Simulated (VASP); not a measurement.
# Ag (P6_3/mmc) in VASP: further runs

Runs on Ag. Level: LDA. Tasks: electric field gradients, density of states.

Everything below comes from runs of VASP 6.6.1. Logs are shortened: lines on timing, memory, paths and dates and some standing lists are left out, and cuts for length are marked.

**1. The cell of the first run**

Symmetry: P6_3/mmc, No. 194, hexagonal system. The conventional cell has a = 2.930 Å, b = 2.930 Å, c = 4.790 Å, α = 90.00°, β = 90.00°, γ = 120.00°. Within 3.9 Å of Ag (site symmetry -6m2) lie 12 Ag at 2.93 Å.

**2. Electric field gradients, LDA**

Input file INCAR:

```
PREC     = Accurate       # precision mode
ENCUT    = 520            # plane-wave cutoff, eV
EDIFF    = 1E-8           # SCF threshold, eV
ISMEAR   = -1             # smearing method
SIGMA    = 0.05           # smearing width, eV
LREAL    = False          # projectors in reciprocal space
LASPH    = True           # aspherical terms in the spheres
NELM     = 60             # most SCF steps
ALGO     = Normal         # electronic algorithm
ISIF     = 2              # what is computed and relaxed
LWAVE    = False          # write WAVECAR
LCHARG   = False          # write CHGCAR
GGA      = CA             # functional
LEFG     = True         
NBANDS   = 18             # bands
```

Input file KPOINTS:

```
Automatic mesh
0
Gamma
  14 14 8
```

Input file POSCAR:

```
Ag
1.0
    2.9299980804      0.0000000000      0.0000000000
   -1.4649990402      2.5374527707      0.0000000000
    0.0000000000      0.0000000000      4.7900000000
Ag
2
Direct
    0.3333333333      0.6666666667      0.2500000000
    0.6666666667      0.3333333333      0.7500000000
```

Potentials or basis: VASP PAW LDA potentials, release 64 (Ag).

On the command line:

```bash
$ cat potpaw_LDA.64/Ag/POTCAR > POTCAR
$ mpirun -np 1 vasp_std > vasp.out
```

OUTCAR:

```text
PREC = Accurate
   ENCUT = 520
   EDIFF = 1E-8
   ISMEAR = -1
   LREAL = False
   LASPH = True
   NELM = 60
   ISIF = 2
   GGA = CA

 ion  position               nearest neighbor table
   1  0.333  0.667  0.250-   2 2.93   2 2.93   2 2.93   2 2.93   2 2.93   2 2.93
   2  0.667  0.333  0.750-   1 2.93   1 2.93   1 2.93   1 2.93   1 2.93   1 2.93

  LATTYP: Found a hexagonal cell.
 ALAT       =     2.9299980804
 C/A-ratio  =     1.6348133577

  Lattice vectors:

 A1 = (   2.9299980804,   0.0000000000,   0.0000000000)
 A2 = (  -1.4649990402,   2.5374527707,   0.0000000000)
 A3 = (   0.0000000000,   0.0000000000,   4.7900000000)

Analysis of symmetry for initial positions (statically):
=====================================================================
 Subroutine PRICEL returns:
 Original cell was already a primitive cell.

 Routine SETGRP: Setting up the symmetry group for a
 hexagonal supercell.

 Subroutine GETGRP returns: Found 24 space group operations
 (whereof 12 operations were pure point group operations)
 out of a pool of 24 trial point group operations.

The static configuration has the point symmetry D_3d.
 The point group associated with its full space group is D_6h.

Analysis of symmetry for dynamics (positions and initial velocities):
=====================================================================
 Subroutine PRICEL returns:
 Original cell was already a primitive cell.

 Routine SETGRP: Setting up the symmetry group for a
 hexagonal supercell.

 Subroutine GETGRP returns: Found 24 space group operations
 (whereof 12 operations were pure point group operations)
 out of a pool of 24 trial point group operations.

The dynamic configuration has the point symmetry D_3d.
 The point group associated with its full space group is D_6h.

 Subroutine INISYM returns: Found 24 space group operations
 (whereof 12 operations are pure point group operations),
 and found     1 'primitive' translations

----------------------------------------------------------------------------------------

                                     Primitive cell

  volume of cell :      35.6124

  direct lattice vectors                    reciprocal lattice vectors
     2.929998080  0.000000000  0.000000000     0.341297152  0.197048003  0.000000000
    -1.464999040  2.537452771  0.000000000     0.000000000  0.394096005  0.000000000
     0.000000000  0.000000000  4.790000000     0.000000000  0.000000000  0.208768267

  length of vectors
     2.929998080  2.929998080  4.790000000     0.394096005  0.394096005  0.208768267

  position of ions in fractional coordinates (direct lattice)
     0.333333333  0.666666667  0.250000000
     0.666666667  0.333333333  0.750000000

  ion indices of the primitive-cell ions
   primitive index   ion index
                 1           1
                 2           2

----------------------------------------------------------------------------------------

 KPOINTS: Automatic mesh

Automatic generation of k-mesh.
 Grid dimensions read from file:
 generate k-points for:   14   14    8

 Generating k-lattice:

  Cartesian coordinates                     Fractional coordinates (reciprocal lattice)
     0.024378368  0.014074857  0.000000000     0.071428571  0.000000000  0.000000000
     0.000000000  0.028149715  0.000000000     0.000000000  0.071428571  0.000000000
     0.000000000  0.000000000  0.026096033     0.000000000  0.000000000  0.125000000

  Length of vectors
     0.028149715  0.028149715  0.026096033

  Shift w.r.t. Gamma in fractional coordinates (k-lattice)
     0.000000000  0.000000000  0.000000000

 Subroutine IBZKPT returns following result:
 ===========================================

 Found    120 irreducible k-points:

 Following reciprocal coordinates:
            Coordinates               Weight
  0.000000  0.000000  0.000000      1.000000
  0.071429  0.000000  0.000000      6.000000
  0.142857  0.000000  0.000000      6.000000
  0.214286  0.000000  0.000000      6.000000
  0.285714  0.000000  0.000000      6.000000
  0.357143  0.000000  0.000000      6.000000
[... 16 lines left out ...]
  0.285714  0.285714  0.000000      6.000000
  0.357143  0.285714  0.000000      6.000000
 [... further k-points ...]
   k-points           NKPTS =    120   k-points in BZ     NKDIM =    120   number of bands    NBANDS=     18
   number of dos      NEDOS =    301   number of ions     NIONS =      2
   total plane-waves  NPLWV =  20736
   dimension x,y,z NGX =    24 NGY =   24 NGZ =   36
   dimension x,y,z NGXF=    48 NGYF=   48 NGZF=   72
   ions per type =               2
   NGX,Y,Z   is equivalent  to a cutoff of  13.62, 13.62, 12.49 a.u.
   NGXF,Y,Z  is equivalent  to a cutoff of  27.23, 27.23, 24.99 a.u.
 SYSTEM =  unknown system
   PREC   = accura    normal or accurate (medium, high low for compatibility)
   ISTART =      0    job   : 0-new  1-cont  2-samecut
   ICHARG =      2    charge: 1-file 2-atom 10-const
   ISPIN  =      1    spin polarized calculation?
   LNONCOLLINEAR =      F non collinear calculations
   LSORBIT =      F    spin-orbit coupling
   LASPH  =      T    aspherical Exc in radial PAW
   ENCUT  =  520.0 eV  38.22 Ry    6.18 a.u.   5.45  5.45  8.91*2*pi/ulx,y,z
   NELM   =     60;   NELMIN=  2; NELMDL= -5     # of ELM steps
   EDIFF  = 0.1E-07   stopping-criterion for ELM
   LREAL  =      F    real-space projection
   EDIFFG = 0.1E-06   stopping-criterion for IOM
   NSW    =      0    number of steps for IOM
   IBRION =     -1    ionic relax: 0-MD 1-quasi-New 2-CG
   NFREE  =      0    steps in history (QN), initial steepest desc. (CG)
   ISIF   =      2    stress and relaxation
   ISYM   =      2    0-nonsym 1-usesym 2-fastsym
   POTIM  = 0.5000    time-step for ionic-motion
   TEBEG  =    0.0;   TEEND  =   0.0 temperature during run
   PSTRESS=    0.0 pullay stress
   NELECT =      22.0000    total number of electrons
   NUPDOWN=      -1.0000    fix difference up-down
   EMIN   =  10.00;   EMAX   =-10.00  energy-range for DOS
   EFERMI =   0.00;   METHOD = LEGACY
   ISMEAR =    -1;   SIGMA  =   0.05  broadening in eV -4-tet -1-fermi 0-gaus
   EFERMI_NEDOS =   21; number of points for ismear=-14 and -15
   IALGO  =     38    algorithm
   IMIX   =      4    mixing-type and parameters
     AMIX     =   0.40;   BMIX     =  1.00
     AMIX_MAG =   1.60;   BMIX_MAG =  1.00
  volume/ion in A,a.u.               =      17.81       120.16
  Fermi-wavevector in a.u.,A,eV,Ry     =   1.394276  2.634800 26.449806  1.944006
  Thomas-Fermi vector in A             =   2.517841
   LORBIT       =      0    0 simple, 1 ext, 2 COOP (PROOUT), +10 PAW based schemes
   GGA     = CA    functional components
   LHFCALC =     F    Hartree Fock is set to
   AEXX    =    0.0000 exact exchange contribution
   IVDW    =     0    specifies the selected vdW correction
   LEPSILON=     F    determine dielectric tensor
   LRPA    =     F    only Hartree local field effects (RPA)
 non-spin polarized calculation
  energy-cutoff  :      520.00
  volume of cell :       35.61
 maximum number of plane-waves:       989
 NGX is ok and might be reduce to    24
   NGX = 11   NGY = 11   NGZ = 17

 number of electron      22.0000005 magnetization

 Free energy of the ion-electron system (eV)
  ---------------------------------------------------
  ext. energy  EPLUGINS =         0.00000000
  ---------------------------------------------------
  free energy    TOTEN  =        -7.42383572 eV

  energy without entropy =       -7.41989516  energy(sigma->0) =       -7.42186544

 E-fermi :   7.5096     XC(G=0): -12.3287

 val. band max:        7.4322645702   @ k =   0.0714   0.0714   0.1250
 cond. band min:       7.5180506235   @ k =   0.4286   0.0714   0.2500
 fundamental gap:      0.0857860533
 Fermi energy:         7.5096449024

 k-point     1 :       0.0000    0.0000    0.0000
  band No.  band energies     occupation
      1       0.0368      2.00000
      2       1.4211      2.00000
      3       2.9248      2.00000
      4       3.0239      2.00000
      5       3.0239      2.00000
      6       3.2456      2.00000
[... 10 lines left out ...]
     17      25.1934      0.00000
     18      25.2239      0.00000

 k-point     2 :       0.0714    0.0000    0.0000
  band No.  band energies     occupation
      1       0.1736      2.00000
      2       1.5005      2.00000
      3       2.8445      2.00000
      4       3.0949      2.00000
      5       3.0992      2.00000
      6       3.2198      2.00000
[... 10 lines left out ...]
     17      25.0568      0.00000
     18      25.8465      0.00000
[... 442 lines left out ...]
 k-point    24 :       0.3571    0.2857    0.0000
  band No.  band energies     occupation
      1       1.8880      2.00000
      2       2.3088      2.00000
      3       2.3728      2.00000
      4       2.8296      2.00000
      5       2.9101      2.00000
      6       3.0264      2.00000
[... 10 lines left out ...]
     17      17.8148      0.00000
     18      18.6906      0.00000

 [... further k-points ...]
[... 5 lines left out ...]
  --------------------------------------------------------------------------------------
  -------------------------------------------------------------------------------------
  Total       -2.2945817     -2.2945817     -2.3772111      0.0000000      0.0000000      0.0000000
  in kB     -103.2317512   -103.2317512   -106.9491926      0.0000000      0.0000000      0.0000000
  external PRESSURE =    -104.4708984 kB  Pullay stress =       0.0000000 kB

 VOLUME and BASIS-vectors are now :
 -----------------------------------------------------------------------------
  energy-cutoff  :      520.00
  volume of cell :       35.61
      direct lattice vectors                 reciprocal lattice vectors
     2.929998080  0.000000000  0.000000000     0.341297152  0.197048003  0.000000000
    -1.464999040  2.537452771  0.000000000     0.000000000  0.394096005  0.000000000
     0.000000000  0.000000000  4.790000000     0.000000000  0.000000000  0.208768267

 POSITION                                       TOTAL-FORCE (eV/Angst)
 -----------------------------------------------------------------------------------
     -0.00000      1.69164      1.19750         0.000000      0.000000      0.000000
      1.46500      0.84582      3.59250        -0.000000     -0.000000      0.000000
 -----------------------------------------------------------------------------------
    total drift:                               -0.000000      0.000000     -0.000000

  FREE ENERGIE OF THE ION-ELECTRON SYSTEM (eV)
  ---------------------------------------------------
  free  energy   TOTEN  =        -7.4238357199 eV

  energy  without entropy=       -7.4198951641  energy(sigma->0) =       -7.42186544

 Electric field gradients (V/A^2)
---------------------------------------------------------------------
 ion       V_xx      V_yy      V_zz      V_xy      V_xz      V_yz
---------------------------------------------------------------------
   1      -1.978    -1.979     3.957    -0.001     0.000    -0.000
   2      -1.978    -1.979     3.957    -0.001    -0.000     0.000
---------------------------------------------------------------------

 Electric field gradients after diagonalization (V/A^2)
 (convention: |V_zz| > |V_xx| > |V_yy|)
----------------------------------------------------------------------
 ion       V_xx      V_yy      V_zz     asymmetry (V_yy - V_xx)/ V_zz
----------------------------------------------------------------------
   1      -1.980    -1.978     3.957       0.000
   2      -1.980    -1.978     3.957       0.000
----------------------------------------------------------------------

           NMR quadrupolar parameters

 Cq : quadrupolar parameter    Cq=e*Q*V_zz/h
 eta: asymmetry parameters     (V_yy - V_xx)/ V_zz
 Q  : nuclear electric quadrupole moment in mb (millibarn)
----------------------------------------------------------------------
 ion       Cq(MHz)       eta       Q (mb)
----------------------------------------------------------------------
   1       0.010       0.000       1.000
   2       0.010       0.000       1.000
----------------------------------------------------------------------
```

Wall time 23 s (1 thread of Intel Xeon Platinum 8488C (Sapphire Rapids), shared host); peak memory 0.17 GiB.

What came out:

```
Free energy            : -7.4238 eV
Pressure               : -10.4 GPa
Band gap on the k mesh : zero (band 11 reaches 11.11 eV, above the bottom of band 12 at 4.23 eV)
```

Stress tensor (GPa, compression positive):
```
-10.32   0.00   0.00
  0.00 -10.32   0.00
  0.00   0.00 -10.69
```

Electric field gradients, principal values (V/Å²):
```
atom   least  middle  greatest (by size)
1 Ag  -1.978  -1.980               3.957
2 Ag  -1.978  -1.980               3.957
```

Caveat: without QUAD_EFG the Cq values of the log hold for a quadrupole moment of 1 mb, not for the nuclei.

(Continued in part 2 of 2.)
